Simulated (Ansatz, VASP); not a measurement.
## One calculation of Ni3Se, two programs

```
Ni Se
1.0
     3.78101    0.00000    0.00000
     0.00000    3.78101    0.00000
     0.00000    0.00000    3.78101
Ni Se
3 1
Direct
  0.00000 0.50000 0.50000
  0.50000 0.00000 0.50000
  0.50000 0.50000 0.00000
  0.00000 0.00000 0.00000
```

Alike in both runs: task single point; functional PBE; k mesh 6 × 6 × 6; occupations gaussian, width 0.1 eV; collinear spin.

|  | VASP | Ansatz |
| --- | --- | --- |
| version | VASP 6.6.1 | Ansatz 0.2.0 |
| potentials or method | VASP PAW PBE potentials, release 64 (Ni, Se), cutoff 520 eV | scalar-relativistic, plane waves, PAW |
| valence electrons in the cell | 36 | 70 |

Ansatz gave:

```
gap on the k mesh at the Fermi level (eV)                     : none
pressure (GPa)                                                : -11.3
net moment per atom (μB)                                      : 0.54
size of the moment on the site where the two differ most (μB) : 0.69
```

**Question.** What did VASP give for the same quantities?

**Answer.** gap on the k mesh at the Fermi level (eV): none; pressure (GPa): -11.3; net moment per atom (μB): 0.53; size of the moment on the site where the two differ most (μB): 0.67.

Site moments also hang on the region over which each program counts them. A gap of «none» marks a metal or a gap that the smearing closes. With one functional, cell and mesh, what is left measures potentials, basis and numerics. VASP's potentials hold 36 valence electrons a cell and Ansatz's 70, so a difference there can come from the potentials and not from the codes.
